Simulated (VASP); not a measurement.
Set up this calculation in VASP 6.6.1, as the native input.

```yaml
Task: single point
Functional: PBE
Potentials_or_basis: VASP PAW PBE potentials, release 64 (B, N)
Cutoff: 520 eV
k_mesh: 10 × 10 × 2
Occupations: gaussian, width 0.05 eV
Spin: no spin polarisation
Dipole_correction: no
Further_INCAR_settings: ALGO = Normal; EDIFF = 1e-07; NBANDS = 36
```

The structure of BN lies in POSCAR:

```
BN
1.0
    1.8130010000     -1.8130010000      0.0000000000
    1.8130010000      0.0000000000     -1.8130010000
    7.9772044000      6.5268036000      7.2520040000
B N
6 6
Direct
    0.6416800000      0.6666666667      0.0624666667
   -0.3583200000      0.0000000000      0.8958000000
    0.2416800000      0.3333333333      0.2291333333
    0.4416800000      0.6666666667      0.5624666667
   -0.1583200000      0.0000000000      0.3958000000
    0.0416800000      0.3333333333      0.7291333333
    0.4916800000      0.6666666667      0.4374666667
    0.8916800000      1.0000000000      0.2708000000
    0.0916800000      0.3333333333      0.6041333333
    0.2916800000      0.6666666667      0.9374666667
   -0.3083200000      0.0000000000      0.7708000000
    0.2916800000      0.3333333333      0.1041333333
```

The input as run:

INCAR

```
SYSTEM = BN
ALGO = Normal
EDIFF = 1E-7
ENCUT = 520
GGA = PE
ISIF = 2
ISMEAR = 0
LASPH = .True.
LCHARG = .True.
LELF = .True.
LREAL = .False.
LVHAR = .True.
LWAVE = .False.
NBANDS = 36
NELM = 80
PREC = Accurate
SIGMA = 0.05
```

KPOINTS

```
k-points
0
Gamma
  10 10 2
  0 0 0
```

Potentials or basis: VASP PAW PBE potentials, release 64 (B, N).

Run with:

```sh
$ cat potpaw_PBE.64/B/POTCAR potpaw_PBE.64/N/POTCAR > POTCAR
$ mpirun -np 1 vasp_std > vasp.out
```

It gave:

The pressure is 0.7 GPa, the largest force is 2.975 eV/Å and the band gap on the k mesh is 2.43 eV, indirect (least direct gap 3.36 eV).

Caveat: forces of over 1 eV/Å act on the atoms, so gaps and moduli don't describe the material at rest.

It took 11 min on 1 thread of AMD EPYC 7R13 (shared host), peak memory 0.28 GiB.
